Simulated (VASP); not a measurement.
Set up this calculation in VASP 6.6.1, as the native input.

| Quantity | Value |
| --- | --- |
| Task | single point |
| Functional | HSE06 |
| Potentials or basis | VASP PAW PBE potentials, release 64 (Hg, Se) |
| Cutoff | 400 eV |
| k mesh | 6 × 6 × 6 |
| Occupations | fermi-dirac, width 0.02 eV |
| Spin | no spin polarisation |
| Dipole correction | no |
| Grid for exact exchange (PRECFOCK) | Normal |
| Further INCAR settings | ALGO = Normal; EDIFF = 1e-06; NBANDS = 16 |
| Share of exact exchange | 0.25 |
| Screening parameter | 0.2079 1/Å |

Crystal: HgSe.

```
Hg Se
1.0
     0.00000    3.05122    3.09267
     3.05122    0.00000    3.09267
     3.05122    3.05122    0.00000
Hg Se
1 1
Cartesian
  0.0000 0.0000 0.0000
  1.5256 1.5256 1.5463
```

This cell differs from its parent crystal: biaxial xy strain -1.3%.

The input as run:

POSCAR

```
HgSe
1.0
    0.0000000000      3.0512233818      3.0926650940
    3.0512233818      0.0000000000      3.0926650940
    3.0512233818      3.0512233818      0.0000000000
Hg Se
1 1
Direct
    0.0000000000      0.0000000000      0.0000000000
    0.2500000000      0.2500000000      0.2500000000
```

INCAR.step1

```
SYSTEM = HgSe
PREC = Accurate
ENCUT = 400
EDIFF = 1E-5
ISMEAR = -1
SIGMA = 0.02
LREAL = .False.
LASPH = .True.
NELM = 120
ALGO = Normal
ISIF = 2
LWAVE = .True.
LCHARG = .False.
GGA = PE
NBANDS = 16
GGA_COMPAT = .False.
```

INCAR.step2

```
SYSTEM = HgSe
PREC = Accurate
ENCUT = 400
EDIFF = 1E-6
ISMEAR = -1
SIGMA = 0.02
LREAL = .False.
LASPH = .True.
NELM = 120
ALGO = Normal
ISIF = 2
LWAVE = .False.
LCHARG = .False.
GGA = PE
LHFCALC = .True.
HFSCREEN = 0.2079
PRECFOCK = Normal
ISTART = 1
NBANDS = 16
GGA_COMPAT = .False.
```

KPOINTS

```
regular mesh
0
Gamma
  6 6 6
  0 0 0
```

Potentials or basis: VASP PAW PBE potentials, release 64 (Hg, Se).

Run with:

```console
$ cat potpaw_PBE.64/Hg/POTCAR potpaw_PBE.64/Se/POTCAR > POTCAR
$ cp INCAR.step1 INCAR
$ mpirun -np 1 vasp_std > vasp.out
$ cp INCAR.step2 INCAR
$ mpirun -np 1 vasp_std > vasp.out
```

Results of the run:

| Item | Value |
| --- | --- |
| Pressure | 1.4 GPa |
| Band gap on the k mesh | zero (filled and empty bands touch) |

Caveat: the cell differs from its parent crystal (biaxial xy strain -1.3%); the PAW data sets were made with another functional, which shifts forces and pressure a little; spin-orbit coupling is left out, which moves the levels of the heavy elements.

Run time: 2.5 h on 1 thread of Intel Xeon 8259CL, with other jobs on the host, peak memory 0.3 GiB.
